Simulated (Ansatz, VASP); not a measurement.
## One calculation of InAs, two programs

```
In As
1.0
     0.00000    3.05463    3.05463
     3.05463    0.00000    3.05463
     3.05463    3.05463    0.00000
In As
1 1
Direct
  0.00000 0.00000 0.00000
  0.75000 0.75000 0.75000
```

Alike in both runs: functional r2SCAN; k mesh 14 × 14 × 14; occupations fermi-dirac, width 0.1 eV; no spin polarisation.

Ansatz relaxed the structure, and its values are those at the end. VASP's run is a single point on that final structure, the one shown.

|  | VASP | Ansatz |
| --- | --- | --- |
| version | VASP 6.6.1 | Ansatz 0.2.0 |
| potentials or method | VASP PAW PBE potentials, release 64 (In_d, As) | PAW with Ansatz's default frozen-core files, scalar-relativistic |
| plane-wave cutoff (eV) | 520 | 500 |
| valence electrons in the cell | 18 | 28 |

```csv
,VASP,Ansatz,Ansatz less VASP
pressure (GPa),0.0,0.0,0.00
```

VASP's potentials were made for PBE, not for r2SCAN. VASP's potentials hold 18 valence electrons a cell and Ansatz's 28, so a difference there can come from the potentials and not from the codes.
